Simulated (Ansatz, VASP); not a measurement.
Two plane-wave programs on Ti

File INCAR:

```
SYSTEM = Ti
PREC = Accurate ; ENCUT = 520
EDIFF = 1E-6 ; ISMEAR = 0
SIGMA = 0.15 ; LREAL = .FALSE.
LASPH = .TRUE. ; NELM = 80
ALGO = Normal ; ISIF = 2
LWAVE = .FALSE. ; LCHARG = .FALSE.
GGA = PS ; NBANDS = 12
```

The input KPOINTS:

```
Automatic mesh
0
G
  22 22 22
  0 0 0
```

The input POSCAR:

```
Ti
1.0
   -1.5723437212      1.5723437212      1.5723437212
    1.5723437212     -1.5723437212      1.5723437212
    1.5723437212      1.5723437212     -1.5723437212
Ti
1
Direct
    0.0000000000      0.0000000000      0.0000000000
```

Input for Ansatz:

```yaml
crystal:
  lattice:
    - [-1.5723437212, 1.5723437212, 1.5723437212]
    - [1.5723437212, -1.5723437212, 1.5723437212]
    - [1.5723437212, 1.5723437212, -1.5723437212]
  atoms:
    - { symbol: Ti, position: [0.0, 0.0, 0.0] }
basis:
  ecutwfc: 520.0
kpoints:
  mp_grid: { grid: [22, 22, 22] }
hamiltonian:
  xc: pbesol
  pseudopotentials: { kind: paw }
scf:
  occupations: { method: gaussian, width: 0.15 }
  lower_state_search: "off"
output:
  forces: true
  stress: true
  eigenvalues: true
```

Alike in both runs: task single point; functional PBEsol; k mesh 22 × 22 × 22; occupations gaussian, width 0.15 eV; no spin polarisation.

|  | VASP | Ansatz |
| --- | --- | --- |
| version | VASP 6.6.1 | Ansatz 0.2.0 |
| potentials or method | VASP PAW PBE potentials, release 64 (Ti_sv), cutoff 520 eV | scalar-relativistic, plane waves, PAW |
| valence electrons in the cell | 12 | 12 |

VASP gave:

| Quantity | Value |
| --- | --- |
| gap on the k mesh at the Fermi level (eV) | none |
| pressure (GPa) | 7.4 |

Which values does Ansatz return?

gap on the k mesh at the Fermi level (eV): none; pressure (GPa): 7.8.

VASP's potentials were made for PBE, not for PBEsol. A gap of «none» marks a metal or a gap that the smearing closes. The functional is the same, so the differences come from potentials, cutoffs and numerics.
